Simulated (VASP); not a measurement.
A run of VASP 6.6.1 is set up as follows.

Contents of INCAR:

```
  PREC = Accurate
  ENCUT = 520
  EDIFF = 1E-6
  ISMEAR = 0
  SIGMA = 0.05
  LREAL = False
  LASPH = True
  NELM = 150
  ALGO = Normal
  ISIF = 2
  LWAVE = False
  LCHARG = True
  ISPIN = 2
  MAGMOM = 4.21 -0.02
  LORBIT = 11
  LMAXMIX = 4
  LDAU = True
  LDAUTYPE = 2
  LDAUL = 2 -1
  LDAUU = 1 0
  LDAUJ = 0 0
  LDAUPRINT = 1
  GGA = CA
  LELF = True
  LVHAR = True
  NBANDS = 20
```

File KPOINTS:

```
Automatic mesh
0
Gamma
  6 6 6
```

POSCAR

```
MnSe
1.0
    3.3674493900      0.0000000000      0.0000000000
    0.0000000000      3.3674493900      0.0000000000
    0.0000000000      0.0000000000      3.3674493900
Mn Se
1 1
Direct
    0.0000000000      0.0000000000      0.0000000000
    0.5000000000      0.5000000000      0.5000000000
```

Potentials or basis: VASP PAW LDA potentials, release 64 (Mn_pv, Se).

Run with:

```sh
$ cat potpaw_LDA.64/Mn_pv/POTCAR potpaw_LDA.64/Se/POTCAR > POTCAR
$ mpirun -np 1 vasp_std > vasp.out
```

Q: Estimate the net moment.

A: 4.27 μB per cell.

Q: What does it give for the pressure?

A: -9.7 GPa.

Q: Predict the site moments.

A: Mn +4.08; Se -0.03 μB.

Eigenvalues of the final occupation matrices:
```tsv
site	spin	trace	eigenvalues
site 1 d	1	4.53	0.90 0.90 0.91 0.91 0.91
site 1 d	2	0.48	0.08 0.08 0.08 0.12 0.12
```

Caveat: the cell stands under tension; a cell with one magnetic atom can't hold antiferromagnetic order, which such compounds often take. The state reached can hang on the start; a lower one may exist.
